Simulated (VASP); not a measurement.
# Ti (Fm-3m) in VASP: notebook, part 2 of 3

VASP 6.6.1.

## 3. Single point, PBE

This run uses another cell than the first one, of 17.41 Å³/atom.

Contents of INCAR:

```
PREC = Accurate ; ENCUT = 520
EDIFF = 1E-7 ; ISMEAR = -1
SIGMA = 0.08 ; LREAL = False
LASPH = True ; NELM = 80
ALGO = Normal ; ISIF = 2
LWAVE = False ; LCHARG = True
GGA = PE ; LELF = True
LVHAR = True ; NBANDS = 12
```

Contents of KPOINTS:

```
regular mesh
0
Gamma
  18 18 18
```

Contents of POSCAR:

```
Ti
1.0
    0.0000000000      2.0569818663      2.0569818663
    2.0569818663      0.0000000000      2.0569818663
    2.0569818663      2.0569818663      0.0000000000
Ti
1
Direct
    0.0000000000      0.0000000000      0.0000000000
```

Potentials or basis: VASP PAW PBE potentials, release 64 (Ti_sv).

Launch:

```
cat potpaw_PBE.64/Ti_sv/POTCAR > POTCAR
mpirun -np 1 vasp_std > vasp.out
```

OUTCAR:

```text
PREC = Accurate
   ENCUT = 520
   EDIFF = 1E-7
   ISMEAR = -1
   LREAL = False
   LASPH = True
   NELM = 80
   ISIF = 2
   GGA = PE

 ion  position               nearest neighbor table
   1  0.000  0.000  0.000-

  LATTYP: Found a face centered cubic cell.
 ALAT       =     4.1139637326

  Lattice vectors:

 A1 = (   0.0000000000,   2.0569818663,   2.0569818663)
 A2 = (   2.0569818663,   0.0000000000,   2.0569818663)
 A3 = (   2.0569818663,   2.0569818663,   0.0000000000)

Analysis of symmetry for initial positions (statically):
=====================================================================
 Subroutine PRICEL returns:
 Original cell was already a primitive cell.

 Routine SETGRP: Setting up the symmetry group for a
 face centered cubic supercell.

 Subroutine GETGRP returns: Found 48 space group operations
 (whereof 48 operations were pure point group operations)
 out of a pool of 48 trial point group operations.

The static configuration has the point symmetry O_h .

Analysis of symmetry for dynamics (positions and initial velocities):
=====================================================================
 Subroutine PRICEL returns:
 Original cell was already a primitive cell.

 Routine SETGRP: Setting up the symmetry group for a
 face centered cubic supercell.

 Subroutine GETGRP returns: Found 48 space group operations
 (whereof 48 operations were pure point group operations)
 out of a pool of 48 trial point group operations.

The dynamic configuration has the point symmetry O_h .

 Subroutine INISYM returns: Found 48 space group operations
 (whereof 48 operations are pure point group operations),
 and found     1 'primitive' translations

----------------------------------------------------------------------------------------

                                     Primitive cell

  volume of cell :      17.4069

  direct lattice vectors                    reciprocal lattice vectors
     0.000000000  2.056981866  2.056981866    -0.243074578  0.243074578  0.243074578
     2.056981866  0.000000000  2.056981866     0.243074578 -0.243074578  0.243074578
     2.056981866  2.056981866  0.000000000     0.243074578  0.243074578 -0.243074578

  length of vectors
     2.909011653  2.909011653  2.909011653     0.421017520  0.421017520  0.421017520

  position of ions in fractional coordinates (direct lattice)
     0.000000000  0.000000000  0.000000000

  ion indices of the primitive-cell ions
   primitive index   ion index
                 1           1

----------------------------------------------------------------------------------------

 KPOINTS: regular mesh

Automatic generation of k-mesh.
 Grid dimensions read from file:
 generate k-points for:   18   18   18

 Generating k-lattice:

  Cartesian coordinates                     Fractional coordinates (reciprocal lattice)
    -0.013504143  0.013504143  0.013504143     0.055555556  0.000000000  0.000000000
     0.013504143 -0.013504143  0.013504143     0.000000000  0.055555556  0.000000000
     0.013504143  0.013504143 -0.013504143     0.000000000  0.000000000  0.055555556

  Length of vectors
     0.023389862  0.023389862  0.023389862

  Shift w.r.t. Gamma in fractional coordinates (k-lattice)
     0.000000000  0.000000000  0.000000000

 Subroutine IBZKPT returns following result:
 ===========================================

 Found    195 irreducible k-points:

 Following reciprocal coordinates:
            Coordinates               Weight
  0.000000  0.000000  0.000000      1.000000
  0.055556  0.000000  0.000000      8.000000
  0.111111  0.000000  0.000000      8.000000
  0.166667  0.000000  0.000000      8.000000
  0.222222  0.000000  0.000000      8.000000
  0.277778  0.000000  0.000000      8.000000
[... 16 lines left out ...]
 -0.277778  0.055556  0.000000     24.000000
 -0.222222  0.055556  0.000000     24.000000
 [... further k-points ...]
   k-points           NKPTS =    195   k-points in BZ     NKDIM =    195   number of bands    NBANDS=     12
   number of dos      NEDOS =    301   number of ions     NIONS =      1
   total plane-waves  NPLWV =  13824
   dimension x,y,z NGX =    24 NGY =   24 NGZ =   24
   dimension x,y,z NGXF=    48 NGYF=   48 NGZF=   48
   ions per type =               1
   NGX,Y,Z   is equivalent  to a cutoff of  13.72, 13.72, 13.72 a.u.
   NGXF,Y,Z  is equivalent  to a cutoff of  27.43, 27.43, 27.43 a.u.
 SYSTEM =  unknown system
   PREC   = accura    normal or accurate (medium, high low for compatibility)
   ISTART =      0    job   : 0-new  1-cont  2-samecut
   ICHARG =      2    charge: 1-file 2-atom 10-const
   ISPIN  =      1    spin polarized calculation?
   LNONCOLLINEAR =      F non collinear calculations
   LSORBIT =      F    spin-orbit coupling
   LASPH  =      T    aspherical Exc in radial PAW
   ENCUT  =  520.0 eV  38.22 Ry    6.18 a.u.   5.41  5.41  5.41*2*pi/ulx,y,z
   NELM   =     80;   NELMIN=  2; NELMDL= -5     # of ELM steps
   EDIFF  = 0.1E-06   stopping-criterion for ELM
   LREAL  =      F    real-space projection
   EDIFFG = 0.1E-05   stopping-criterion for IOM
   NSW    =      0    number of steps for IOM
   IBRION =     -1    ionic relax: 0-MD 1-quasi-New 2-CG
   NFREE  =      0    steps in history (QN), initial steepest desc. (CG)
   ISIF   =      2    stress and relaxation
   ISYM   =      2    0-nonsym 1-usesym 2-fastsym
   POTIM  = 0.5000    time-step for ionic-motion
   TEBEG  =    0.0;   TEEND  =   0.0 temperature during run
   PSTRESS=    0.0 pullay stress
   NELECT =      12.0000    total number of electrons
   NUPDOWN=      -1.0000    fix difference up-down
   EMIN   =  10.00;   EMAX   =-10.00  energy-range for DOS
   EFERMI =   0.00;   METHOD = LEGACY
   ISMEAR =    -1;   SIGMA  =   0.08  broadening in eV -4-tet -1-fermi 0-gaus
   EFERMI_NEDOS =   21; number of points for ismear=-14 and -15
   IALGO  =     38    algorithm
   IMIX   =      4    mixing-type and parameters
     AMIX     =   0.40;   BMIX     =  1.00
     AMIX_MAG =   1.60;   BMIX_MAG =  1.00
  volume/ion in A,a.u.               =      17.41       117.47
  Fermi-wavevector in a.u.,A,eV,Ry     =   1.446199  2.732920 28.456478  2.091492
  Thomas-Fermi vector in A             =   2.564295
   LORBIT       =      0    0 simple, 1 ext, 2 COOP (PROOUT), +10 PAW based schemes
   GGA     = PE    functional components
   LHFCALC =     F    Hartree Fock is set to
   AEXX    =    0.0000 exact exchange contribution
   IVDW    =     0    specifies the selected vdW correction
   LEPSILON=     F    determine dielectric tensor
   LRPA    =     F    only Hartree local field effects (RPA)
 non-spin polarized calculation
  energy-cutoff  :      520.00
  volume of cell :       17.41
 maximum number of plane-waves:       489
 NGX is ok and might be reduce to    24
   NGX = 11   NGY = 11   NGZ = 11

 number of electron      12.0000002 magnetization

 Free energy of the ion-electron system (eV)
  ---------------------------------------------------
  ext. energy  EPLUGINS =         0.00000000
  ---------------------------------------------------
  free energy    TOTEN  =        -7.79608034 eV

  energy without entropy =       -7.75942812  energy(sigma->0) =       -7.77775423

 E-fermi :   8.1988     XC(G=0): -11.4880

 val. band max:        8.1936987590   @ k =  -0.3889   0.3889   0.1667
 cond. band min:       8.2068472584   @ k =  -0.4444   0.1111   0.0000
 fundamental gap:      0.0131484994
 Fermi energy:         8.1987754503

 k-point     1 :       0.0000    0.0000    0.0000
  band No.  band energies     occupation
      1     -48.5142      2.00000
      2     -24.3762      2.00000
      3     -24.3762      2.00000
      4     -24.3762      2.00000
      5       2.1056      2.00000
      6       9.0723      0.00004
      7       9.0723      0.00004
      8       9.0723      0.00004
      9      10.6983      0.00000
     10      10.6983      0.00000
     11      23.4305      0.00000
     12      27.8952      0.00000

 k-point     2 :       0.0556    0.0000    0.0000
  band No.  band energies     occupation
      1     -48.5106      2.00000
      2     -24.3970      2.00000
      3     -24.3789      2.00000
      4     -24.3789      2.00000
      5       2.2055      2.00000
      6       9.0103      0.00008
      7       9.1086      0.00002
      8       9.1086      0.00002
      9      10.6746      0.00000
     10      10.6746      0.00000
     11      23.5122      0.00000
     12      27.0627      0.00000
[... 316 lines left out ...]
 k-point    24 :      -0.2222    0.0556    0.0000
  band No.  band energies     occupation
      1     -48.4553      2.00000
      2     -24.6964      2.00000
      3     -24.4382      2.00000
      4     -24.4098      2.00000
      5       3.8580      2.00000
      6       8.2619      0.62485
      7       9.3026      0.00000
      8       9.4020      0.00000
      9      10.5033      0.00000
     10      10.9806      0.00000
     11      21.3942      0.00000
     12      24.1120      0.00000

 [... further k-points ...]
[... 5 lines left out ...]
  --------------------------------------------------------------------------------------
  -------------------------------------------------------------------------------------
  Total       -0.0289764     -0.0289764     -0.0289764      0.0000000      0.0000000      0.0000000
  in kB       -2.6670654     -2.6670654     -2.6670654      0.0000000      0.0000000      0.0000000
  external PRESSURE =      -2.6670654 kB  Pullay stress =       0.0000000 kB

 VOLUME and BASIS-vectors are now :
 -----------------------------------------------------------------------------
  energy-cutoff  :      520.00
  volume of cell :       17.41
      direct lattice vectors                 reciprocal lattice vectors
     0.000000000  2.056981866  2.056981866    -0.243074578  0.243074578  0.243074578
     2.056981866  0.000000000  2.056981866     0.243074578 -0.243074578  0.243074578
     2.056981866  2.056981866  0.000000000     0.243074578  0.243074578 -0.243074578

 POSITION                                       TOTAL-FORCE (eV/Angst)
 -----------------------------------------------------------------------------------
      0.00000      0.00000      0.00000        -0.000000      0.000000      0.000000
 -----------------------------------------------------------------------------------
    total drift:                                0.000000      0.000000     -0.000000

  FREE ENERGIE OF THE ION-ELECTRON SYSTEM (eV)
  ---------------------------------------------------
  free  energy   TOTEN  =        -7.7960803412 eV

  energy  without entropy=       -7.7594281216  energy(sigma->0) =       -7.77775423
```

Wall time 38 s (1 thread of Intel Xeon 8259CL, shared host); peak memory 0.17 GiB.

Results:

* Free energy: -7.7961 eV
* Pressure: -0.3 GPa
* Band gap on the k mesh: zero (bands 6 and 7 overlap by 1.30 eV)

(Part 2 of 3 ends here.)
